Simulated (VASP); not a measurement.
**Ti3Al5: single point with r2SCAN**

Ti3Al5:

```
Ti Al
1.0
     4.09320    0.00000    0.00000
     0.00000    4.09320    0.00000
     0.00000    0.00000    8.32493
Ti Al
3 5
Direct
  0.00000 0.00000 0.50000
  0.50000 0.50000 0.00000
  0.50000 0.50000 0.50000
  0.00000 0.50000 0.25133
  0.00000 0.50000 0.74867
  0.50000 0.00000 0.25133
  0.50000 0.00000 0.74867
  0.00000 0.00000 0.00000
```

This cell differs from its parent crystal: strain +0.050 along x and y, +0.000 along z.

```yaml
Program: VASP 6.6.1
Task: single point
Functional: r2SCAN
Potentials_or_basis: VASP PAW PBE potentials, release 64 (Ti_sv, Al)
Cutoff: 520 eV
k_mesh: 10 × 10 × 6
Occupations: gaussian, width 0.15 eV
Spin: no spin polarisation
Dipole_correction: no
Further_INCAR_settings: ALGO = Normal; EDIFF = 1e-06; NBANDS = 36
```

```
Pressure               : -9.4 GPa
Largest force          : 0.123 eV/Å
Band gap on the k mesh : zero (an odd number of electrons rules out a gap without spin polarisation)
```

Forces on the atoms (eV/Å):
```
Ti   0.000  0.000  0.000
Ti   0.000  0.000  0.000
Ti   0.000  0.000  0.000
Al   0.000  0.000  0.123
Al   0.000  0.000 -0.123
Al   0.000  0.000  0.123
Al   0.000  0.000 -0.123
Al   0.000  0.000  0.000
```

Stress tensor (GPa, compression positive):
```
-11.07   0.00   0.00
  0.00 -11.07   0.00
  0.00   0.00  -6.13
```

Levels at points of the mesh, in eV from the Fermi level:
```csv
k point,band 24,band 25,band 26,band 27,band 28,band 29
"(0.00, 0.00, 0.00)",-0.79,-0.17,0.21,0.21,0.55,1.27
"(0.50, 0.00, 0.00)",-0.29,-0.07,-0.04,0.19,0.77,1.18
"(0.50, 0.50, 0.00)",-1.27,-1.27,-0.89,-0.06,0.97,1.47
"(0.00, 0.00, 0.50)",-0.14,0.05,0.40,0.45,0.45,0.54
"(0.50, 0.00, 0.50)",-0.09,-0.07,0.01,0.36,0.62,0.72
"(0.50, 0.50, 0.50)",-1.21,-0.95,-0.82,-0.49,1.26,1.48
```

It took 45 min on 1 thread of Intel Xeon 8259CL, on a shared host, peak memory 0.47 GiB.

Caveat: the cell differs from its parent crystal (strain +0.050 along x and y, +0.000 along z); the cell stands under tension; the PAW data sets were made with another functional, which shifts forces and pressure a little.
